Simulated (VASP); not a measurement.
Na3F2: single point with PBE

Crystal: Na3F2.

```xyz
5
Lattice="3.8127 0.0000 0.0000 -1.9063 3.3019 0.0000 0.0000 0.0000 9.6470" Properties=species:S:1:pos:R:3 pbc="T T T"
Na    0.0000    0.0000    0.0000
Na    0.0000    2.2013    5.9817
Na    1.9063    1.1006    3.6654
F     0.0000    2.2013    3.6269
F     1.9063    1.1006    6.0202
```

```
Program                : VASP 6.6.1
Task                   : single point
Functional             : PBE
Potentials or basis    : VASP PAW PBE potentials, release 64 (Na_pv, F)
Cutoff                 : 520 eV
k mesh                 : 12 × 12 × 6
Occupations            : gaussian, width 0.1 eV
Spin                   : no spin polarisation
Dipole correction      : no
Further INCAR settings : ALGO = Normal; EDIFF = 1e-06; NBANDS = 26
```

- Pressure: 0.0 GPa
- Largest force: 0.006 eV/Å
- Band gap on the k mesh: zero (an odd number of electrons rules out a gap without spin polarisation)

Forces in eV/Å, atoms in the order of the input:
```
Na   0.000  0.000  0.000
Na   0.000  0.000  0.006
Na   0.000  0.000 -0.006
F    0.000  0.000 -0.002
F    0.000  0.000  0.002
```

Levels at points of the mesh, in eV from the Fermi level:
| k point | band 16 | band 17 | band 18 | band 19 | band 20 | band 21 |
| --- | --- | --- | --- | --- | --- | --- |
| (0.00, 0.00, 0.00) | -4.33 | -4.29 | -1.92 | 0.99 | 2.17 | 6.07 |
| (0.50, 0.00, 0.00) | -4.29 | -4.27 | 1.28 | 1.73 | 3.99 | 4.20 |
| (0.00, 0.00, 0.50) | -4.33 | -4.32 | -1.82 | 0.51 | 3.64 | 3.76 |
| (0.50, 0.00, 0.50) | -4.29 | -4.27 | 1.29 | 1.73 | 3.91 | 4.09 |

Run time: 3 min on 1 thread of AMD EPYC 7R13 Processor (Zen 3), with other jobs on the host, peak memory 0.34 GiB.

Caveat: an odd number of electrons without spin polarisation forces a metal; a magnetic or distorted state may lie lower.
